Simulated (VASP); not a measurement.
Set up this calculation in VASP 6.6.1, as the native input.

| Item | Value |
| --- | --- |
| Task | electric field gradients |
| Functional | PBE |
| Potentials or basis | VASP PAW PBE potentials, release 64 (As) |
| Cutoff | 520 eV |
| k mesh | 11 × 11 × 11 |
| Occupations | fermi-dirac, width 0.03 eV |
| Spin | no spin polarisation |
| Dipole correction | no |
| Further INCAR settings | ALGO = Normal; EDIFF = 1e-08; NBANDS = 12 |

The structure of As lies in POSCAR:

```
As
1.0
    1.9166166498      1.1065591387      3.5541357880
   -1.9166166498      1.1065591387      3.5541357880
    0.0000000000     -2.2131182774      3.5541357880
As
2
Direct
    0.2275400000      0.2275400000      0.2275400000
    0.7724600000      0.7724600000      0.7724600000
```

These files were run (other wordings do the same):

INCAR

```
SYSTEM = As
  ALGO = Normal
  EDIFF = 1E-8
  ENCUT = 520
  GGA = PE
  ISIF = 2
  ISMEAR = -1
  LASPH = .True.
  LCHARG = .False.
  LEFG = .True.
  LREAL = .False.
  LWAVE = .False.
  NBANDS = 12
  NELM = 60
  PREC = Accurate
  SIGMA = 0.03
```

KPOINTS

```
k-points
0
Gamma
  11 11 11
  0 0 0
```

Potentials or basis: VASP PAW PBE potentials, release 64 (As).

Run with:

```sh
$ cat potpaw_PBE.64/As/POTCAR > POTCAR
$ mpirun -np 1 vasp_std > vasp.out
```

It gave:

- Pressure: -0.6 GPa
- Largest force: 0.097 eV/Å
- Band gap on the k mesh: zero (bands 5 and 6 overlap by 0.27 eV)
- Largest electric field gradient by atom: As -47.1 V/Å²

Caveat: without QUAD_EFG the Cq values of the log hold for a quadrupole moment of 1 mb, not for the nuclei.

It took 96 s on 1 thread of Intel Xeon 8259CL, on a shared host, peak memory 0.22 GiB.
